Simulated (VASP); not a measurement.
SnO2:

```
Sn O
1.0
     3.17741    0.00000    0.00000
     0.00000    3.17741    0.00000
     0.00000    0.00000    4.37050
Sn O
1 2
Direct
  0.00000 0.00000 0.36378
  0.50000 0.50000 0.34067
  0.50000 0.50000 0.06214
```

The cell was built from a structure type or drawn by symmetry, and may not be a known phase.

```yaml
Program: VASP 6.6.1
Task: relaxation of cell and atoms
Functional: PBE
Potentials_or_basis: VASP PAW PBE potentials, release 64 (Sn_d, O)
Cutoff: 600 eV
k_mesh: 6 × 6 × 4
Occupations: gaussian, width 0.1 eV
Spin: no spin polarisation
```

At the start: pressure 45.5 GPa; volume 14.71 Å³/atom.

Where does the relaxation end?

Over 36 steps the energy falls by 964.0 meV/atom and the volume is 19.01 Å³/atom (+29.2 %); space group P4mm (No. 99, to 0.1 Å) before, P4/mmm (No. 123, to 0.1 Å).

Step by step:
```csv
step,energy change (eV),largest force (eV/Å),pressure (GPa),volume (Å³)
1,0.0000,14.0001,45.46,44.12
2,0.5361,0.7123,-14.64,76.39
3,0.1749,0.2104,-13.88,71.86
4,-0.1559,0.1900,-13.35,68.03
5,-1.3685,1.3609,-8.22,55.23
6,-1.8564,2.0714,4.58,49.47
7,-1.8796,0.8665,14.03,46.75
8,-1.9048,1.5043,8.89,48.04
9,-2.4694,1.5105,-4.72,54.71
10,-2.4693,1.5201,-4.59,54.62
11,-2.5145,2.2852,1.37,52.12
12,-2.5573,0.8266,-1.36,53.08
13,-2.6069,0.7243,-0.37,51.84
14,-2.6814,0.6534,3.79,48.23
15,-2.7143,0.5976,3.07,48.30
16,-2.7765,0.7135,0.99,48.50
17,-2.7340,1.2912,-2.60,48.88
18,-2.7865,0.8635,-0.18,48.63
19,-2.8085,0.2244,0.77,48.62
20,-2.8104,0.1642,1.17,48.62
21,-2.8312,0.0536,1.05,49.13
22,-2.8512,0.3057,0.99,50.63
23,-2.8523,0.2359,0.94,50.36
24,-2.8590,0.1602,0.45,51.11
25,-2.8642,0.1419,-0.17,52.20
26,-2.8582,0.3593,-1.34,54.42
27,-2.8647,0.1633,-0.43,52.72
28,-2.8683,0.1303,-0.52,53.03
29,-2.8763,0.2016,-0.85,53.95
30,-2.8817,0.4952,-1.31,55.79
31,-2.8852,0.4124,-1.01,56.01
32,-2.8901,0.2359,-0.42,56.45
33,-2.8906,0.1633,0.82,57.32
34,-2.8920,0.0301,0.26,56.91
35,-2.8920,0.0224,0.27,56.94
36,-2.8921,0.0118,0.24,57.02
```

Final structure:
```yaml
crystal:
  lattice:
    - [3.46528, 0.00000, 0.00000]
    - [0.00000, 3.46528, 0.00000]
    - [0.00000, 0.00000, 4.74875]
  atoms:
    - { symbol: Sn, position: [0.00000, 0.00000, 0.25619] }
    - { symbol: O, position: [0.50000, 0.50000, 0.41616] }
    - { symbol: O, position: [0.50000, 0.50000, 0.09424] }
```

Caveat: the standard files for N, O and F lose accuracy on very short bonds; the volume moved by over 15 % at a fixed basis, so the end points are rough.
